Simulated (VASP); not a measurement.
Ga: relaxation of cell and atoms with LDA

The system is Ga.

```
Ga
1.0
     2.77842    0.00000    0.00000
     0.00000    3.28161    0.00000
    -1.34343    0.00000    3.99027
Ga
2
Cartesian
  -0.6607 2.4612 3.0732
  2.0957 0.8204 0.9171
```

```json
{"Program": "VASP 6.6.1", "Task": "relaxation of cell and atoms", "Functional": "LDA", "Potentials or basis": "VASP PAW LDA potentials, release 64 (Ga_d)", "Cutoff": "600 eV", "k mesh": "7 × 6 × 5", "Occupations": "fermi-dirac, width 0.05 eV", "Spin": "no spin polarisation", "Dipole correction": "no", "Further INCAR settings": "ALGO = Normal; EDIFF = 1e-06; IBRION = 2; EDIFFG = -0.005; NSW = 80; ISIF = 3"}
```

```
Relaxed volume                        : 17.40 Å³/atom
Relaxed cell                          : a = 2.741 Å, b = 3.362 Å, c = 4.030 Å, α = 90.00°, β = 110.46°, γ = 90.00°
Space group after relaxing (to 0.1 Å) : P2_1/m (No. 11)
Energy gained by relaxing             : 19.8 meV/atom
Ionic steps                           : 34
Pressure after relaxing               : 0.0 GPa
Band gap on the k mesh                : zero (bands 13 and 14 overlap by 7.70 eV)
```

Step by step:
```csv
step,energy change (eV),largest force (eV/Å),pressure (GPa),volume (Å³)
1,0.0000,0.1304,-2.74,36.38
2,-0.0225,0.0505,-0.18,34.77
3,-0.0235,0.0078,1.56,33.99
4,-0.0241,0.0268,0.68,34.32
5,-0.0329,0.0417,1.25,34.21
6,-0.0346,0.0846,1.53,34.13
7,-0.0371,0.0540,-0.55,35.07
8,-0.0377,0.0644,0.18,34.74
9,-0.0377,0.0612,-0.18,34.81
10,-0.0377,0.0633,0.06,34.77
11,-0.0377,0.0620,-0.05,34.78
12,-0.0382,0.0355,-0.08,34.78
13,-0.0383,0.0289,-0.09,34.77
14,-0.0383,0.0266,0.00,34.77
15,-0.0385,0.0242,0.00,34.77
16,-0.0386,0.0185,0.00,34.76
17,-0.0386,0.0198,0.02,34.76
18,-0.0387,0.0187,0.02,34.77
19,-0.0389,0.0152,0.03,34.79
20,-0.0389,0.0048,-0.17,34.83
21,-0.0390,0.0108,-0.07,34.81
22,-0.0392,0.0103,-0.03,34.79
23,-0.0393,0.0116,0.19,34.74
24,-0.0394,0.0108,0.07,34.80
25,-0.0394,0.0108,-0.03,34.83
26,-0.0395,0.0058,-0.05,34.83
27,-0.0395,0.0013,-0.06,34.83
28,-0.0395,0.0030,-0.07,34.83
29,-0.0395,0.0038,-0.06,34.83
30,-0.0395,0.0023,-0.08,34.83
31,-0.0395,0.0013,-0.06,34.83
32,-0.0395,0.0010,-0.07,34.83
33,-0.0395,0.0002,0.07,34.79
34,-0.0395,0.0018,0.00,34.79
```

Final structure:
```xyz
2
Lattice="2.7413 0.0000 -0.0293 0.0000 3.3616 0.0000 -1.3684 0.0000 3.7903" Properties=species:S:1:pos:R:3 pbc="T T T"
Ga   -0.6405    2.5212    2.9087
Ga    2.0134    0.8404    0.8522
```

Levels at points of the mesh, in eV from the Fermi level:
```csv
k point,band 10,band 11,band 12,band 13,band 14,band 15,band 16,band 17
"(0.00, 0.00, 0.00)",-14.62,-11.64,-1.45,-0.62,0.93,5.11,9.75,10.63
"(0.00, 0.50, 0.00)",-14.71,-8.23,-8.23,2.28,2.28,3.58,3.58,11.83
```

It took 5.6 min on 1 thread of Intel(R) Xeon(R) 6975P-C (Granite Rapids), with other jobs on the host, peak memory 0.19 GiB.
